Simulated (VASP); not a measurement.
A run of VASP 6.6.1:

File INCAR:

```
SYSTEM = Y
  PREC = Accurate
  ENCUT = 520
  EDIFF = 1E-6
  ISMEAR = -1
  SIGMA = 0.05
  LREAL = .False.
  LASPH = .True.
  NELM = 150
  ALGO = Normal
  ISIF = 2
  LWAVE = .False.
  LCHARG = .False.
  ISPIN = 2
  MAGMOM = 1
  LORBIT = 11
  LMAXMIX = 4
  GGA = PE
  NBANDS = 16
```

KPOINTS

```
Automatic mesh
0
Gamma
  18 18 18
  0 0 0
```

Contents of POSCAR:

```
Y
1.0
   -2.0474513255      2.0474513255      2.0474513255
    2.0474513255     -2.0474513255      2.0474513255
    2.0474513255      2.0474513255     -2.0474513255
Y
1
Direct
    0.0000000000      0.0000000000      0.0000000000
```

Potentials or basis: VASP PAW PBE potentials, release 64 (Y_sv).

Run with:

```bash
$ cat potpaw_PBE.64/Y_sv/POTCAR > POTCAR
$ mpirun -np 1 vasp_std > vasp.out
```

Hardware: 1 thread of Intel(R) Xeon(R) 6975P-C (Granite Rapids), with other jobs on the host.

How long does it take, and how much memory?

It took 2.1 min on 1 thread of Intel(R) Xeon(R) 6975P-C (Granite Rapids), on a shared host, peak memory 0.31 GiB. Counts: scf iterations 22, k points 195.
